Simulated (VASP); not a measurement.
# Ta2Se5: single point with PBE

Ta2Se5:

```xyz
7
Lattice="4.9144 0.0000 0.0000 -2.4572 4.2560 0.0000 0.0000 0.0000 7.8613" Properties=species:S:1:pos:R:3 pbc="T T T"
Ta    0.0000    0.0000    6.7304
Ta    0.0000    0.0000    1.1309
Se    0.0000    2.8373    0.0000
Se    2.4572    1.4187    0.0000
Se    0.0000    2.8373    3.9306
Se    2.4572    1.4187    3.9306
Se    0.0000    0.0000    3.9306
```

The cell was built from a structure type or drawn by symmetry, and may not be a known phase.

- Program: VASP 6.6.1
- Task: single point
- Functional: PBE
- Potentials or basis: VASP PAW PBE potentials, release 64 (Ta_pv, Se)
- Cutoff: 520 eV
- k mesh: 6 × 6 × 2
- Occupations: gaussian, width 0.1 eV
- Spin: collinear spin
- Starting moments: [1.0, 1.0, 0.0, 0.0, 0.0, 0.0, 0.0] μB

| Item | Value |
| --- | --- |
| Pressure | -0.9 GPa |
| Largest force | 0.401 eV/Å |
| Band gap on the k mesh | zero (filled and empty bands overlap) |
| Net moment | 0.00 μB per cell |
| Valence electrons inside the program's atomic spheres | Ta 8.86; Se 3.75, 3.69, 3.73 (each value once) |

Forces in eV/Å, atoms in the order of the input:
```
Ta   0.000  0.000  0.401
Ta   0.000  0.000 -0.401
Se   0.000  0.000  0.000
Se   0.000  0.000  0.000
Se   0.000  0.000  0.000
Se   0.000  0.000  0.000
Se   0.000  0.000  0.000
```

Stress tensor (GPa, compression positive):
```
 0.95  0.00  0.00
 0.00  0.95  0.00
 0.00  0.00 -4.59
```

Levels at points of the mesh, in eV from the Fermi level:
Spin up:
```
           k point  band 22  band 23  band 24  band 25  band 26  band 27  band 28  band 29  band 30  band 31
(0.00, 0.00, 0.00)    -1.71    -1.64    -1.51    -0.15     0.05     0.05     0.09     0.73     0.73     1.84
(0.50, 0.00, 0.00)    -1.94    -1.35    -1.10    -1.02    -0.40    -0.01     0.26     0.45     0.50     0.88
(0.00, 0.00, 0.50)    -2.66    -1.27    -0.43     0.19     0.19     0.29     0.29     0.60     0.98     1.77
(0.50, 0.00, 0.50)    -1.83    -1.83    -1.31    -0.20     0.01     0.11     0.25     0.38     0.43     0.93
```
Spin down:
| k point | band 22 | band 23 | band 24 | band 25 | band 26 | band 27 | band 28 | band 29 | band 30 | band 31 |
| --- | --- | --- | --- | --- | --- | --- | --- | --- | --- | --- |
| (0.00, 0.00, 0.00) | -1.71 | -1.64 | -1.51 | -0.15 | 0.05 | 0.05 | 0.09 | 0.73 | 0.73 | 1.84 |
| (0.50, 0.00, 0.00) | -1.94 | -1.35 | -1.10 | -1.02 | -0.40 | -0.01 | 0.26 | 0.45 | 0.50 | 0.88 |
| (0.00, 0.00, 0.50) | -2.66 | -1.27 | -0.43 | 0.19 | 0.19 | 0.29 | 0.29 | 0.60 | 0.98 | 1.77 |
| (0.50, 0.00, 0.50) | -1.83 | -1.83 | -1.31 | -0.20 | 0.01 | 0.11 | 0.25 | 0.38 | 0.43 | 0.93 |

It took 120 s on 1 thread of AMD EPYC 9R45 96-Core Processor (Zen 5), with other jobs on the host, peak memory 0.39 GiB.

Caveat: the k points lie up to 0.40 Å⁻¹ apart, too coarse for converged energies and pressures of a metal; spin-orbit coupling is left out, which moves the levels of the heavy elements.
